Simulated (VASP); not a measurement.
Write the native input for VASP 6.6.1 that does the following.

```
Task                   : single point
Functional             : r2SCAN
Potentials or basis    : VASP PAW PBE potentials, release 64 (Al, Cu)
Cutoff                 : 520 eV
k mesh                 : 6 × 6 × 6
Occupations            : gaussian, width 0.1 eV
Spin                   : no spin polarisation
Dipole correction      : no
Further INCAR settings : ALGO = Normal; EDIFF = 1e-06; NBANDS = 26
```

Crystal: AlCu3.

```xyz
4
Lattice="0.0000 2.8880 2.8880 2.8880 0.0000 2.8880 2.8880 2.8880 0.0000" Properties=species:S:1:pos:R:3 pbc="T T T"
Al    0.0000    0.0000    0.0000
Cu    2.8880    2.8880    2.8880
Cu    1.4440    1.4440    1.4440
Cu    4.3320    4.3320    4.3320
```

These files were run (other wordings do the same):

POSCAR

```
AlCu3
1.0
    0.0000000000      2.8880109880      2.8880109880
    2.8880109880      0.0000000000      2.8880109880
    2.8880109880      2.8880109880      0.0000000000
Al Cu
1 3
Direct
    0.0000000000      0.0000000000      0.0000000000
    0.5000000000      0.5000000000      0.5000000000
    0.2500000000      0.2500000000      0.2500000000
    0.7500000000      0.7500000000      0.7500000000
```

INCAR.step1

```
PREC = Accurate
ENCUT = 520
ISMEAR = 0
SIGMA = 0.1
LREAL = False
LASPH = True
NELM = 80
NBANDS = 26
GGA = PE
ALGO = Normal
EDIFF = 1E-4
LWAVE = True
LCHARG = False
```

INCAR.step2

```
PREC = Accurate
ENCUT = 520
EDIFF = 1E-6
ISMEAR = 0
SIGMA = 0.1
LREAL = False
LASPH = True
NELM = 80
ALGO = Normal
ISIF = 2
LWAVE = False
LCHARG = False
METAGGA = R2SCAN
LMIXTAU = True
NBANDS = 26
ISTART = 1
```

KPOINTS

```
Automatic mesh
0
Gamma
  6 6 6
```

Potentials or basis: VASP PAW PBE potentials, release 64 (Al, Cu).

Run with:

```bash
$ cat potpaw_PBE.64/Al/POTCAR potpaw_PBE.64/Cu/POTCAR > POTCAR
$ cp INCAR.step1 INCAR
$ mpirun -np 1 vasp_std > vasp.out
$ cp INCAR.step2 INCAR
$ mpirun -np 1 vasp_std > vasp.out
```

It gave:

```yaml
Pressure: 0.8 GPa
Band_gap_on_the_k_mesh: zero (bands 18 and 19 overlap by 6.10 eV)
```

Caveat: the PAW data sets were made with another functional, which shifts forces and pressure a little.

Run time: 2.4 min on 1 thread of Intel(R) Xeon(R) Platinum 8259CL CPU @ 2.50GHz (Skylake/Cascade Lake) (shared host), peak memory 0.17 GiB.
